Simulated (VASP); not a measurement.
# La2AlF (P6/mmm) in VASP: further runs

La2AlF is run at these levels: PBE; tasks: single point, relaxation of cell and atoms.

Program: VASP 6.6.1. These are calculated values, not measurements. Logs are shortened: lines on timing, memory, paths and dates and some standing lists are left out, and cuts for length are marked.

### 1 The cell of the first run

It takes space group P6/mmm (No. 191, hexagonal). Conventional cell: a = 4.975 Å, b = 4.975 Å, c = 4.094 Å, α = 90.00°, β = 90.00°, γ = 120.00°. Within 3.8 Å of La (site symmetry -6m2) lie 3 La at 2.87 Å and 3 F at 2.87 Å and 6 Al at 3.53 Å. Within 2.7 Å of Al (site symmetry 6/mmm) lie 2 F at 2.05 Å. Within 2.7 Å of F (site symmetry 6/mmm) lie 2 Al at 2.05 Å.

### 2 Single point, PBE

INCAR

```
PREC = Accurate ; ENCUT = 520
EDIFF = 1E-6 ; ISMEAR = 0
SIGMA = 0.1 ; LREAL = False
LASPH = True ; NELM = 80
ALGO = Normal ; ISIF = 2
LWAVE = False ; LCHARG = True
GGA = PE ; LELF = True
LVHAR = True ; NBANDS = 24
```

KPOINTS

```
Automatic mesh
0
Gamma
  6 6 4
```

POSCAR

```
La2AlF
1.0
    4.9754248800      0.0000000000      0.0000000000
   -2.4877124400      4.3088443400      0.0000000000
    0.0000000000      0.0000000000      4.0941327700
La Al F
2 1 1
Direct
    0.3333333300      0.6666666700      0.0000000000
    0.6666666700      0.3333333300      0.0000000000
    0.0000000000      0.0000000000      0.5000000000
    0.0000000000      0.0000000000      0.0000000000
```

Potentials or basis: VASP PAW PBE potentials, release 64 (La, Al, F).

Launch:

```console
$ cat potpaw_PBE.64/La/POTCAR potpaw_PBE.64/Al/POTCAR potpaw_PBE.64/F/POTCAR > POTCAR
$ mpirun -np 1 vasp_std > vasp.out
```

OUTCAR:

```text
PREC = Accurate
   ENCUT = 520
   EDIFF = 1E-6
   ISMEAR = 0
   LREAL = False
   LASPH = True
   NELM = 80
   ISIF = 2
   GGA = PE

 ion  position               nearest neighbor table
   1  0.333  0.667  0.000-   2 2.87   2 2.87   2 2.87
   2  0.667  0.333  0.000-   1 2.87   1 2.87   1 2.87
   3  0.000  0.000  0.500-   4 2.05   4 2.05
   4  0.000  0.000  0.000-   3 2.05   3 2.05

  LATTYP: Found a hexagonal cell.
 ALAT       =     4.9754248800
 C/A-ratio  =     0.8228709846

  Lattice vectors:

 A1 = (   4.9754248800,   0.0000000000,   0.0000000000)
 A2 = (  -2.4877124400,   4.3088443400,   0.0000000000)
 A3 = (   0.0000000000,   0.0000000000,   4.0941327700)

Analysis of symmetry for initial positions (statically):
=====================================================================
 Subroutine PRICEL returns:
 Original cell was already a primitive cell.

 Routine SETGRP: Setting up the symmetry group for a
 hexagonal supercell.

 Subroutine GETGRP returns: Found 24 space group operations
 (whereof 24 operations were pure point group operations)
 out of a pool of 24 trial point group operations.

The static configuration has the point symmetry D_6h.

Analysis of symmetry for dynamics (positions and initial velocities):
=====================================================================
 Subroutine PRICEL returns:
 Original cell was already a primitive cell.

 Routine SETGRP: Setting up the symmetry group for a
 hexagonal supercell.

 Subroutine GETGRP returns: Found 24 space group operations
 (whereof 24 operations were pure point group operations)
 out of a pool of 24 trial point group operations.

The dynamic configuration has the point symmetry D_6h.

 Subroutine INISYM returns: Found 24 space group operations
 (whereof 24 operations are pure point group operations),
 and found     1 'primitive' translations

----------------------------------------------------------------------------------------

                                     Primitive cell

  volume of cell :      87.7714

  direct lattice vectors                    reciprocal lattice vectors
     4.975424880  0.000000000  0.000000000     0.200987860  0.116040395  0.000000000
    -2.487712440  4.308844340  0.000000000     0.000000000  0.232080790  0.000000000
     0.000000000  0.000000000  4.094132770     0.000000000  0.000000000  0.244251971

  length of vectors
     4.975424880  4.975424879  4.094132770     0.232080790  0.232080790  0.244251971

  position of ions in fractional coordinates (direct lattice)
     0.333333330  0.666666670  0.000000000
     0.666666670  0.333333330  0.000000000
     0.000000000  0.000000000  0.500000000
     0.000000000  0.000000000  0.000000000

  ion indices of the primitive-cell ions
   primitive index   ion index
                 1           1
                 2           2
                 3           3
                 4           4

----------------------------------------------------------------------------------------

 KPOINTS: Automatic mesh

Automatic generation of k-mesh.
 Grid dimensions read from file:
 generate k-points for:    6    6    4

 Generating k-lattice:

  Cartesian coordinates                     Fractional coordinates (reciprocal lattice)
     0.033497977  0.019340066  0.000000000     0.166666667 -0.000000000  0.000000000
     0.000000000  0.038680132  0.000000000     0.000000000  0.166666667  0.000000000
     0.000000000  0.000000000  0.061062993     0.000000000  0.000000000  0.250000000

  Length of vectors
     0.038680132  0.038680132  0.061062993

  Shift w.r.t. Gamma in fractional coordinates (k-lattice)
     0.000000000  0.000000000  0.000000000

 Subroutine IBZKPT returns following result:
 ===========================================

 Found     21 irreducible k-points:

 Following reciprocal coordinates:
            Coordinates               Weight
  0.000000  0.000000  0.000000      1.000000
  0.166667 -0.000000  0.000000      6.000000
  0.333333  0.000000  0.000000      6.000000
  0.500000 -0.000000  0.000000      3.000000
  0.166667  0.166667  0.000000      6.000000
  0.333333  0.166667  0.000000     12.000000
[... 13 lines left out ...]
  0.333333  0.166667  0.500000     12.000000
  0.333333  0.333333  0.500000      2.000000
   k-points           NKPTS =     21   k-points in BZ     NKDIM =     21   number of bands    NBANDS=     24
   number of dos      NEDOS =    301   number of ions     NIONS =      4
   total plane-waves  NPLWV =  48000
   dimension x,y,z NGX =    40 NGY =   40 NGZ =   30
   dimension x,y,z NGXF=    80 NGYF=   80 NGZF=   60
   ions per type =               2   1   1
   NGX,Y,Z   is equivalent  to a cutoff of  13.37, 13.37, 12.18 a.u.
   NGXF,Y,Z  is equivalent  to a cutoff of  26.73, 26.73, 24.36 a.u.
 SYSTEM =  unknown system
   PREC   = accura    normal or accurate (medium, high low for compatibility)
   ISTART =      0    job   : 0-new  1-cont  2-samecut
   ICHARG =      2    charge: 1-file 2-atom 10-const
   ISPIN  =      1    spin polarized calculation?
   LNONCOLLINEAR =      F non collinear calculations
   LSORBIT =      F    spin-orbit coupling
   LASPH  =      T    aspherical Exc in radial PAW
   ENCUT  =  520.0 eV  38.22 Ry    6.18 a.u.   9.25  9.25  7.61*2*pi/ulx,y,z
   NELM   =     80;   NELMIN=  2; NELMDL= -5     # of ELM steps
   EDIFF  = 0.1E-05   stopping-criterion for ELM
   LREAL  =      F    real-space projection
   EDIFFG = 0.1E-04   stopping-criterion for IOM
   NSW    =      0    number of steps for IOM
   IBRION =     -1    ionic relax: 0-MD 1-quasi-New 2-CG
   NFREE  =      0    steps in history (QN), initial steepest desc. (CG)
   ISIF   =      2    stress and relaxation
   ISYM   =      2    0-nonsym 1-usesym 2-fastsym
   POTIM  = 0.5000    time-step for ionic-motion
   TEBEG  =    0.0;   TEEND  =   0.0 temperature during run
   PSTRESS=    0.0 pullay stress
   NELECT =      32.0000    total number of electrons
   NUPDOWN=      -1.0000    fix difference up-down
   EMIN   =  10.00;   EMAX   =-10.00  energy-range for DOS
   EFERMI =   0.00;   METHOD = LEGACY
   ISMEAR =     0;   SIGMA  =   0.10  broadening in eV -4-tet -1-fermi 0-gaus
   EFERMI_NEDOS =   21; number of points for ismear=-14 and -15
   IALGO  =     38    algorithm
   IMIX   =      4    mixing-type and parameters
     AMIX     =   0.40;   BMIX     =  1.00
     AMIX_MAG =   1.60;   BMIX_MAG =  1.00
  volume/ion in A,a.u.               =      21.94       148.08
  Fermi-wavevector in a.u.,A,eV,Ry     =   1.169519  2.210070 18.609697  1.367774
  Thomas-Fermi vector in A             =   2.305990
   LORBIT       =      0    0 simple, 1 ext, 2 COOP (PROOUT), +10 PAW based schemes
   GGA     = PE    functional components
   LHFCALC =     F    Hartree Fock is set to
   AEXX    =    0.0000 exact exchange contribution
   IVDW    =     0    specifies the selected vdW correction
   LEPSILON=     F    determine dielectric tensor
   LRPA    =     F    only Hartree local field effects (RPA)
 non-spin polarized calculation
 Gauss-broadening in eV      SIGMA  =   0.10
  energy-cutoff  :      520.00
  volume of cell :       87.77
 maximum number of plane-waves:      2376
 NGX is ok and might be reduce to    40
   NGX = 19   NGY = 19   NGZ = 15

 number of electron      32.0000008 magnetization

 Free energy of the ion-electron system (eV)
  ---------------------------------------------------
  ext. energy  EPLUGINS =         0.00000000
  ---------------------------------------------------
  free energy    TOTEN  =       -17.40892921 eV

  energy without entropy =      -17.38094853  energy(sigma->0) =      -17.39493887

 E-fermi :   8.9745     XC(G=0): -10.2182

 val. band max:        8.9600157006   @ k =   0.3333   0.1667   0.0000
 cond. band min:       8.9833450506   @ k =   0.3333   0.1667   0.2500
 fundamental gap:      0.0233293500
 Fermi energy:         8.9745126915

 k-point     1 :       0.0000    0.0000    0.0000
  band No.  band energies     occupation
      1     -24.6359      2.00000
      2     -23.2451      2.00000
      3     -17.7640      2.00000
      4      -9.5436      2.00000
      5      -9.5436      2.00000
      6      -7.9401      2.00000
[... 16 lines left out ...]
     23      10.4476      0.00000
     24      10.4478      0.00000

 k-point     2 :       0.1667   -0.0000    0.0000
  band No.  band energies     occupation
      1     -24.5626      2.00000
      2     -23.3396      2.00000
      3     -17.7791      2.00000
      4      -9.6382      2.00000
      5      -9.4063      2.00000
      6      -7.8764      2.00000
[... 16 lines left out ...]
     23      10.6342      0.00000
     24      10.7033      0.00000

 k-point     3 :       0.3333    0.0000    0.0000
  band No.  band energies     occupation
      1     -24.3692      2.00000
      2     -23.5746      2.00000
      3     -17.8123      2.00000
      4      -9.8037      2.00000
      5      -9.0252      2.00000
      6      -7.7098      2.00000
[... 16 lines left out ...]
     23      10.5504      0.00000
     24      10.6438      0.00000

 k-point     4 :       0.5000   -0.0000    0.0000
  band No.  band energies     occupation
      1     -24.2085      2.00000
      2     -23.7556      2.00000
      3     -17.8298      2.00000
      4      -9.8776      2.00000
      5      -8.7352      2.00000
      6      -7.5731      2.00000
[... 16 lines left out ...]
     23      10.4858      0.00000
     24      10.6453      0.00000

 k-point     5 :       0.1667    0.1667    0.0000
  band No.  band energies     occupation
      1     -24.4268      2.00000
      2     -23.5066      2.00000
      3     -17.8044      2.00000
      4      -9.7511      2.00000
      5      -9.1393      2.00000
      6      -7.7592      2.00000
[... 370 lines left out ...]
 k-point    19 :       0.1667    0.1667    0.5000
  band No.  band energies     occupation
      1     -24.4034      2.00000
      2     -23.4864      2.00000
      3     -17.7767      2.00000
      4      -9.7073      2.00000
      5      -9.0976      2.00000
      6      -8.1549      2.00000
[... 16 lines left out ...]
     23      10.7794      0.00000
     24      10.9722      0.00000

 k-point    20 :       0.3333    0.1667    0.5000
  band No.  band energies     occupation
      1     -24.1873      2.00000
      2     -23.7327      2.00000
      3     -17.8041      2.00000
      4      -9.8000      2.00000
      5      -8.6367      2.00000
      6      -7.9429      2.00000
[... 16 lines left out ...]
     23      10.8931      0.00000
     24      10.9325      0.00000

 k-point    21 :       0.3333    0.3333    0.5000
  band No.  band energies     occupation
      1     -23.9647      2.00000
      2     -23.9647      2.00000
      3     -17.8162      2.00000
      4      -9.8044      2.00000
      5      -8.0118      2.00000
      6      -8.0118      2.00000
[... 16 lines left out ...]
     23      10.8446      0.00000
     24      10.8775      0.00000

------------------------ aborting loop because EDIFF is reached ----------------------------------------

  FORCE on cell =-STRESS in cart. coord.  units (eV):
  Direction    XX          YY          ZZ          XY          YZ          ZX
  --------------------------------------------------------------------------------------
  -------------------------------------------------------------------------------------
  Total        6.4291682      6.4291682     -0.9422784      0.0000000      0.0000000      0.0000000
  in kB      117.3579384    117.3579383    -17.2003354      0.0000000      0.0000000      0.0000000
  external PRESSURE =      72.5051805 kB  Pullay stress =       0.0000000 kB

 VOLUME and BASIS-vectors are now :
 -----------------------------------------------------------------------------
  energy-cutoff  :      520.00
  volume of cell :       87.77
      direct lattice vectors                 reciprocal lattice vectors
     4.975424880  0.000000000  0.000000000     0.200987860  0.116040395  0.000000000
    -2.487712440  4.308844340  0.000000000     0.000000000  0.232080790  0.000000000
     0.000000000  0.000000000  4.094132770     0.000000000  0.000000000  0.244251971

 POSITION                                       TOTAL-FORCE (eV/Angst)
 -----------------------------------------------------------------------------------
     -0.00000      2.87256      0.00000        -0.000000      0.000000      0.000000
      2.48771      1.43628      0.00000         0.000000     -0.000000     -0.000000
      0.00000      0.00000      2.04707         0.000000      0.000000      0.000000
      0.00000      0.00000      0.00000         0.000000      0.000000      0.000000
 -----------------------------------------------------------------------------------
    total drift:                                0.000000     -0.000000     -0.000000

  FREE ENERGIE OF THE ION-ELECTRON SYSTEM (eV)
  ---------------------------------------------------
  free  energy   TOTEN  =       -17.4089292080 eV

  energy  without entropy=      -17.3809485253  energy(sigma->0) =      -17.39493887
```

Run time: 39 s. Hardware: 1 thread of Intel Xeon Platinum 8375C at 2.90GHz (Ice Lake), shared host; peak memory 0.24 GiB.

What came out:

```yaml
Free_energy: -17.4089 eV
Pressure: 7.3 GPa
Band_gap_on_the_k_mesh: zero (band 16 reaches 9.37 eV, above the bottom of band 17 at 8.28 eV)
```

Caveat: the k points lie up to 0.38 Å⁻¹ apart; spin-orbit coupling is left out, which moves the levels of the heavy elements.

(Part 1 of 2 ends here.)
